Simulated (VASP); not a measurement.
# TaN (P-6m2) in VASP: a series of runs

TaN is run at these levels: LDA; tasks: single point.

Everything below comes from runs of VASP 6.6.1. Logs are shortened: lines on timing, memory, paths and dates and some standing lists are left out, and cuts for length are marked.

**1. The cell of the first run**

It takes space group P-6m2 (No. 187, hexagonal). Conventional cell: a = 2.811 Å, b = 2.811 Å, c = 2.775 Å, α = 90.00°, β = 90.00°, γ = 120.00°. Ta (site symmetry -6m2) has 6 N at 2.14 Å and 8 Ta at 2.78 to 2.81 Å within 2.9 Å. Within 2.9 Å of N (site symmetry -6m2) lie 6 Ta at 2.14 Å and 8 N at 2.78 to 2.81 Å.

**2. Single point, LDA (9.49 Å³/atom)**

INCAR reads:

```
ALGO = Normal
EDIFF = 1E-6
ENCUT = 700
GGA_COMPAT = False
ISIF = 2
ISMEAR = 0
LASPH = True
LCHARG = True
LELF = True
LREAL = False
LVHAR = True
LWAVE = False
NBANDS = 16
NELM = 120
PREC = Accurate
SIGMA = 0.1
```

KPOINTS reads:

```
k-points
0
Gamma
  18 18 14
```

POSCAR reads:

```
TaN
1.0
    2.8105269222      0.0000000000      0.0000000000
   -1.4052634611      2.4339877127      0.0000000000
    0.0000000000      0.0000000000      2.7752006912
Ta N
1 1
Direct
    0.0000000000      0.0000000000      0.5000000000
    0.6666666667      0.3333333333      0.0000000000
```

Potentials or basis: VASP PAW LDA potentials, release 64 (Ta_sv_GW, N).

Run with:

```console
$ cat potpaw_LDA.64/Ta_sv_GW/POTCAR potpaw_LDA.64/N/POTCAR > POTCAR
$ mpirun -np 1 vasp_std > vasp.out
```

OUTCAR:

```text
EDIFF = 1E-6
   ENCUT = 700
   ISIF = 2
   ISMEAR = 0
   LASPH = True
   LREAL = False
   NELM = 120
   PREC = Accurate

 ion  position               nearest neighbor table
   1  0.000  0.000  0.500-   2 2.14   2 2.14   2 2.14   2 2.14   2 2.14   2 2.14
   2  0.667  0.333  0.000-   1 2.14   1 2.14   1 2.14   1 2.14   1 2.14   1 2.14

  LATTYP: Found a hexagonal cell.
 ALAT       =     2.8105269222
 C/A-ratio  =     0.9874307445

  Lattice vectors:

 A1 = (   2.8105269222,   0.0000000000,   0.0000000000)
 A2 = (  -1.4052634611,   2.4339877127,   0.0000000000)
 A3 = (   0.0000000000,   0.0000000000,   2.7752006912)

Analysis of symmetry for initial positions (statically):
=====================================================================
 Subroutine PRICEL returns:
 Original cell was already a primitive cell.

 Routine SETGRP: Setting up the symmetry group for a
 hexagonal supercell.

 Subroutine GETGRP returns: Found 12 space group operations
 (whereof 12 operations were pure point group operations)
 out of a pool of 24 trial point group operations.

The static configuration has the point symmetry D_3h.

Analysis of symmetry for dynamics (positions and initial velocities):
=====================================================================
 Subroutine PRICEL returns:
 Original cell was already a primitive cell.

 Routine SETGRP: Setting up the symmetry group for a
 hexagonal supercell.

 Subroutine GETGRP returns: Found 12 space group operations
 (whereof 12 operations were pure point group operations)
 out of a pool of 24 trial point group operations.

The dynamic configuration has the point symmetry D_3h.

 Subroutine INISYM returns: Found 12 space group operations
 (whereof 12 operations are pure point group operations),
 and found     1 'primitive' translations

----------------------------------------------------------------------------------------

                                     Primitive cell

  volume of cell :      18.9846

  direct lattice vectors                    reciprocal lattice vectors
     2.810526922  0.000000000  0.000000000     0.355805167  0.205424209  0.000000000
    -1.405263461  2.433987713  0.000000000     0.000000000  0.410848418  0.000000000
     0.000000000  0.000000000  2.775200691     0.000000000  0.000000000  0.360334301

  length of vectors
[... 80 lines left out ...]
   ENCUT  =  700.0 eV  51.45 Ry    7.17 a.u.   6.06  6.06  5.99*2*pi/ulx,y,z
   NELM   =    120;   NELMIN=  2; NELMDL= -5     # of ELM steps
   EDIFF  = 0.1E-05   stopping-criterion for ELM
   LREAL  =      F    real-space projection
   EDIFFG = 0.1E-04   stopping-criterion for IOM
   NSW    =      0    number of steps for IOM
   IBRION =     -1    ionic relax: 0-MD 1-quasi-New 2-CG
   NFREE  =      0    steps in history (QN), initial steepest desc. (CG)
   ISIF   =      2    stress and relaxation
   ISYM   =      2    0-nonsym 1-usesym 2-fastsym
   POTIM  = 0.5000    time-step for ionic-motion
   TEBEG  =    0.0;   TEEND  =   0.0 temperature during run
   PSTRESS=    0.0 pullay stress
   NELECT =      18.0000    total number of electrons
   NUPDOWN=      -1.0000    fix difference up-down
   EMIN   =  10.00;   EMAX   =-10.00  energy-range for DOS
   EFERMI =   0.00;   METHOD = LEGACY
   ISMEAR =     0;   SIGMA  =   0.10  broadening in eV -4-tet -1-fermi 0-gaus
   EFERMI_NEDOS =   21; number of points for ismear=-14 and -15
   IALGO  =     38    algorithm
   IMIX   =      4    mixing-type and parameters
     AMIX     =   0.40;   BMIX     =  1.00
     AMIX_MAG =   1.60;   BMIX_MAG =  1.00
  volume/ion in A,a.u.               =       9.49        64.06
  Fermi-wavevector in a.u.,A,eV,Ry     =   1.608294  3.039235 35.192968  2.586610
  Thomas-Fermi vector in A             =   2.704187
   LORBIT       =      0    0 simple, 1 ext, 2 COOP (PROOUT), +10 PAW based schemes
   GGA     = CA    functional components
   LHFCALC =     F    Hartree Fock is set to
   AEXX    =    0.0000 exact exchange contribution
   IVDW    =     0    specifies the selected vdW correction
   LEPSILON=     F    determine dielectric tensor
   LRPA    =     F    only Hartree local field effects (RPA)
 non-spin polarized calculation
 Gauss-broadening in eV      SIGMA  =   0.10
  energy-cutoff  :      700.00
  volume of cell :       18.98
 maximum number of plane-waves:       822
   NGX = 13   NGY = 13   NGZ = 11

 number of electron      17.9999998 magnetization

 Free energy of the ion-electron system (eV)
  ---------------------------------------------------
  ext. energy  EPLUGINS =         0.00000000
  ---------------------------------------------------
  free energy    TOTEN  =       -26.97108884 eV

  energy without entropy =      -26.97059432  energy(sigma->0) =      -26.97084158

 E-fermi :  14.0554     XC(G=0): -14.7214

 val. band max:       14.0287835040   @ k =   0.0556   0.0000   0.5000
 cond. band min:      14.0627305601   @ k =   0.0556   0.0000   0.4286
 fundamental gap:      0.0339470561
 Fermi energy:        14.0554460073

 k-point     1 :       0.0000    0.0000    0.0000
  band No.  band energies     occupation
      1     -53.7147      2.00000
      2     -20.2271      2.00000
      3     -19.8521      2.00000
      4     -19.8521      2.00000
      5      -4.3982      2.00000
      6       8.9942      2.00000
[... 433 lines left out ...]
      3     -20.3362      2.00000
      4     -19.9836      2.00000
      5      -1.5128      2.00000
      6       5.3545      2.00000
[... 8 lines left out ...]
     15      27.9770      0.00000
     16      31.2160      0.00000

 [... further k-points ...]

------------------------ aborting loop because EDIFF is reached ----------------------------------------

  FORCE on cell =-STRESS in cart. coord.  units (eV):
  Direction    XX          YY          ZZ          XY          YZ          ZX
  --------------------------------------------------------------------------------------
  -------------------------------------------------------------------------------------
  Total        5.4012451      5.4012451      5.4365072      0.0000000      0.0000000      0.0000000
  in kB      455.8310904    455.8310904    458.8069857      0.0000000      0.0000000      0.0000000
  external PRESSURE =     456.8230555 kB  Pullay stress =       0.0000000 kB

 VOLUME and BASIS-vectors are now :
 -----------------------------------------------------------------------------
  energy-cutoff  :      700.00
  volume of cell :       18.98
      direct lattice vectors                 reciprocal lattice vectors
     2.810526922  0.000000000  0.000000000     0.355805167  0.205424209  0.000000000
    -1.405263461  2.433987713  0.000000000     0.000000000  0.410848418  0.000000000
     0.000000000  0.000000000  2.775200691     0.000000000  0.000000000  0.360334301

 POSITION                                       TOTAL-FORCE (eV/Angst)
 -----------------------------------------------------------------------------------
      0.00000      0.00000      1.38760         0.000000     -0.000000      0.000000
      1.40526      0.81133      0.00000        -0.000000      0.000000      0.000000
 -----------------------------------------------------------------------------------
    total drift:                               -0.000000      0.000000      0.000000

  FREE ENERGIE OF THE ION-ELECTRON SYSTEM (eV)
  ---------------------------------------------------
  free  energy   TOTEN  =       -26.9710888360 eV

  energy  without entropy=      -26.9705943210  energy(sigma->0) =      -26.97084158
```

OSZICAR:

```text
N       E                     dE             d eps       ncg     rms          rms(c)
DAV:   1     0.128708576253E+03    0.12871E+03   -0.13550E+04  9488   0.145E+03
DAV:   2    -0.248717326155E+02   -0.15358E+03   -0.14806E+03 13264   0.348E+02
DAV:   3    -0.303109332739E+02   -0.54392E+01   -0.54328E+01 10912   0.609E+01
DAV:   4    -0.304660097183E+02   -0.15508E+00   -0.15507E+00 13552   0.706E+00
DAV:   5    -0.304696117467E+02   -0.36020E-02   -0.36020E-02 11048   0.802E-01    0.642E+01
DAV:   6    -0.270950111317E+02    0.33746E+01   -0.67494E+00 10008   0.232E+01    0.615E+01
DAV:   7    -0.270044607147E+02    0.90550E-01   -0.38482E-01 10384   0.525E+00    0.220E+01
DAV:   8    -0.269730462852E+02    0.31414E-01   -0.56848E-02 11984   0.198E+00    0.365E+00
DAV:   9    -0.269711943712E+02    0.18519E-02   -0.43309E-03 13232   0.664E-01    0.130E+00
DAV:  10    -0.269710994686E+02    0.94903E-04   -0.91333E-04  9968   0.321E-01    0.242E-01
DAV:  11    -0.269710915714E+02    0.78972E-05   -0.37606E-05 11056   0.688E-02    0.102E-01
DAV:  12    -0.269710888155E+02    0.27559E-05   -0.45633E-06 11624   0.208E-02    0.287E-02
DAV:  13    -0.269710888360E+02   -0.20460E-07   -0.33893E-07  5288   0.436E-03
   1 F= -.26971089E+02 E0= -.26970842E+02  d E =-.494515E-03
```

Run time: 46 s. Hardware: 1 thread of Intel Xeon Platinum 8488C (Sapphire Rapids), shared host; peak memory 0.26 GiB.

Results:

- Free energy: -26.9711 eV
- Pressure: 45.7 GPa
- Band gap on the k mesh: zero (bands 9 and 10 overlap by 0.38 eV)

Caveat: the cell stands under pressure; spin-orbit coupling is left out, which moves the levels of the heavy elements.

**3. Single point, LDA (9.81 Å³/atom)**

This run uses another cell than the first one, of 9.81 Å³/atom.

INCAR reads:

```
SYSTEM = TaN
ALGO = Normal
EDIFF = 1E-6
ENCUT = 700
GGA_COMPAT = .FALSE.
ISIF = 2
ISMEAR = 0
LASPH = .TRUE.
LCHARG = .FALSE.
LREAL = .FALSE.
LWAVE = .FALSE.
NBANDS = 16
NELM = 120
PREC = Accurate
SIGMA = 0.1
```

KPOINTS reads:

```
k-points
0
G
  18 18 14
  0 0 0
```

POSCAR reads:

```
TaN
1.0
    2.8431984338      0.0000000000      0.0000000000
   -1.4215992169      2.4622820717      0.0000000000
    0.0000000000      0.0000000000      2.8011864274
Ta N
1 1
Direct
    0.0000000000      0.0000000000      0.5000000000
    0.6666666667      0.3333333333      0.0000000000
```

Potentials or basis: VASP PAW LDA potentials, release 64 (Ta_sv_GW, N).

Run with:

```console
$ cat potpaw_LDA.64/Ta_sv_GW/POTCAR potpaw_LDA.64/N/POTCAR > POTCAR
$ mpirun -np 1 vasp_std > vasp.out
```

OUTCAR:

```text
SYSTEM = TaN
   EDIFF = 1E-6
   ENCUT = 700
   ISIF = 2
   ISMEAR = 0
   LASPH = .TRUE.
   LREAL = .FALSE.
   NELM = 120
   PREC = Accurate

 ion  position               nearest neighbor table
   1  0.000  0.000  0.500-   2 2.16   2 2.16   2 2.16   2 2.16   2 2.16   2 2.16
   2  0.667  0.333  0.000-   1 2.16   1 2.16   1 2.16   1 2.16   1 2.16   1 2.16

  LATTYP: Found a hexagonal cell.
 ALAT       =     2.8431984338
 C/A-ratio  =     0.9852236812

  Lattice vectors:

 A1 = (   2.8431984338,   0.0000000000,   0.0000000000)
 A2 = (  -1.4215992169,   2.4622820717,   0.0000000000)
 A3 = (   0.0000000000,   0.0000000000,   2.8011864274)

Analysis of symmetry for initial positions (statically):
=====================================================================
 Subroutine PRICEL returns:
 Original cell was already a primitive cell.

 Routine SETGRP: Setting up the symmetry group for a
 hexagonal supercell.

 Subroutine GETGRP returns: Found 12 space group operations
 (whereof 12 operations were pure point group operations)
 out of a pool of 24 trial point group operations.

The static configuration has the point symmetry D_3h.

Analysis of symmetry for dynamics (positions and initial velocities):
=====================================================================
 Subroutine PRICEL returns:
 Original cell was already a primitive cell.

 Routine SETGRP: Setting up the symmetry group for a
 hexagonal supercell.

 Subroutine GETGRP returns: Found 12 space group operations
 (whereof 12 operations were pure point group operations)
 out of a pool of 24 trial point group operations.

The dynamic configuration has the point symmetry D_3h.

 Subroutine INISYM returns: Found 12 space group operations
 (whereof 12 operations are pure point group operations),
 and found     1 'primitive' translations

----------------------------------------------------------------------------------------

                                     Primitive cell

  volume of cell :      19.6104
[... 110 lines left out ...]
  volume/ion in A,a.u.               =       9.81        66.17
  Fermi-wavevector in a.u.,A,eV,Ry     =   1.590999  3.006553 34.440141  2.531279
  Thomas-Fermi vector in A             =   2.689607
   LORBIT       =      0    0 simple, 1 ext, 2 COOP (PROOUT), +10 PAW based schemes
   GGA     = CA    functional components
   LHFCALC =     F    Hartree Fock is set to
   AEXX    =    0.0000 exact exchange contribution
   IVDW    =     0    specifies the selected vdW correction
   LEPSILON=     F    determine dielectric tensor
   LRPA    =     F    only Hartree local field effects (RPA)
 non-spin polarized calculation
 Gauss-broadening in eV      SIGMA  =   0.10
  energy-cutoff  :      700.00
  volume of cell :       19.61
 maximum number of plane-waves:       848
 NGX is ok and might be reduce to    28
   NGX = 13   NGY = 13   NGZ = 13

 number of electron      18.0000000 magnetization

 Free energy of the ion-electron system (eV)
  ---------------------------------------------------
  ext. energy  EPLUGINS =         0.00000000
  ---------------------------------------------------
  free energy    TOTEN  =       -27.11658864 eV

  energy without entropy =      -27.11623296  energy(sigma->0) =      -27.11641080

 E-fermi :  13.5171     XC(G=0): -14.5279

 val. band max:       13.5036657370   @ k =   0.5000   0.0000   0.5000
 cond. band min:      13.5284890395   @ k =   0.0556   0.0000   0.5000
 fundamental gap:      0.0248233025
 Fermi energy:        13.5170681222

 k-point     1 :       0.0000    0.0000    0.0000
  band No.  band energies     occupation
      1     -54.3048      2.00000
      2     -20.8176      2.00000
      3     -20.4811      2.00000
      4     -20.4811      2.00000
      5      -4.6670      2.00000
      6       8.6160      2.00000
[... 433 lines left out ...]
      3     -20.9131      2.00000
      4     -20.6038      2.00000
      5      -1.9286      2.00000
      6       5.0153      2.00000
[... 8 lines left out ...]
     15      26.9843      0.00000
     16      30.2954      0.00000

 [... further k-points ...]

------------------------ aborting loop because EDIFF is reached ----------------------------------------

  FORCE on cell =-STRESS in cart. coord.  units (eV):
  Direction    XX          YY          ZZ          XY          YZ          ZX
  --------------------------------------------------------------------------------------
  -------------------------------------------------------------------------------------
  Total        3.4725027      3.4725027      3.5032540      0.0000000      0.0000000      0.0000000
  in kB      283.7044777    283.7044778    286.2168685      0.0000000      0.0000000      0.0000000
  external PRESSURE =     284.5419413 kB  Pullay stress =       0.0000000 kB

 VOLUME and BASIS-vectors are now :
 -----------------------------------------------------------------------------
  energy-cutoff  :      700.00
  volume of cell :       19.61
      direct lattice vectors                 reciprocal lattice vectors
     2.843198434  0.000000000  0.000000000     0.351716570  0.203063656  0.000000000
    -1.421599217  2.462282072  0.000000000     0.000000000  0.406127312  0.000000000
     0.000000000  0.000000000  2.801186427     0.000000000  0.000000000  0.356991591

 POSITION                                       TOTAL-FORCE (eV/Angst)
 -----------------------------------------------------------------------------------
      0.00000      0.00000      1.40059         0.000000     -0.000000      0.000000
      1.42160      0.82076      0.00000        -0.000000      0.000000      0.000000
 -----------------------------------------------------------------------------------
    total drift:                               -0.000000      0.000000      0.000000

  FREE ENERGIE OF THE ION-ELECTRON SYSTEM (eV)
  ---------------------------------------------------
  free  energy   TOTEN  =       -27.1165886445 eV

  energy  without entropy=      -27.1162329594  energy(sigma->0) =      -27.11641080
```

OSZICAR:

```text
N       E                     dE             d eps       ncg     rms          rms(c)
DAV:   1     0.127037696037E+03    0.12704E+03   -0.13462E+04  9520   0.145E+03
DAV:   2    -0.251567557788E+02   -0.15219E+03   -0.14679E+03 13376   0.343E+02
DAV:   3    -0.305170027438E+02   -0.53602E+01   -0.53537E+01 11152   0.598E+01
DAV:   4    -0.306538234443E+02   -0.13682E+00   -0.13682E+00 13408   0.656E+00
DAV:   5    -0.306573684656E+02   -0.35450E-02   -0.35450E-02 11288   0.762E-01    0.617E+01
DAV:   6    -0.272613950363E+02    0.33960E+01   -0.69107E+00 10024   0.232E+01    0.605E+01
DAV:   7    -0.271574301455E+02    0.10396E+00   -0.39801E-01 10288   0.527E+00    0.234E+01
DAV:   8    -0.271188882886E+02    0.38542E-01   -0.75716E-02 12040   0.221E+00    0.440E+00
DAV:   9    -0.271167168083E+02    0.21715E-02   -0.50251E-03 12912   0.700E-01    0.993E-01
DAV:  10    -0.271166006024E+02    0.11621E-03   -0.10731E-03  9912   0.341E-01    0.273E-01
DAV:  11    -0.271165922569E+02    0.83456E-05   -0.45166E-05 11328   0.744E-02    0.129E-01
DAV:  12    -0.271165886218E+02    0.36351E-05   -0.56920E-06 11544   0.227E-02    0.212E-02
DAV:  13    -0.271165886445E+02   -0.22773E-07   -0.50827E-07  5496   0.539E-03
   1 F= -.27116589E+02 E0= -.27116411E+02  d E =-.355685E-03
```

Wall time 83 s (1 thread of Intel Xeon Platinum 8488C (Sapphire Rapids), shared host); peak memory 0.27 GiB.

Results:

- Free energy: -27.1166 eV
- Pressure: 28.5 GPa
- Band gap on the k mesh: zero (bands 9 and 10 overlap by 0.38 eV)

Caveat: the cell stands under pressure; spin-orbit coupling is left out, which moves the levels of the heavy elements.

(Continued in part 2 of 2.)

The gap in the log of VASP goes by the Fermi energy; the results here count the filled bands.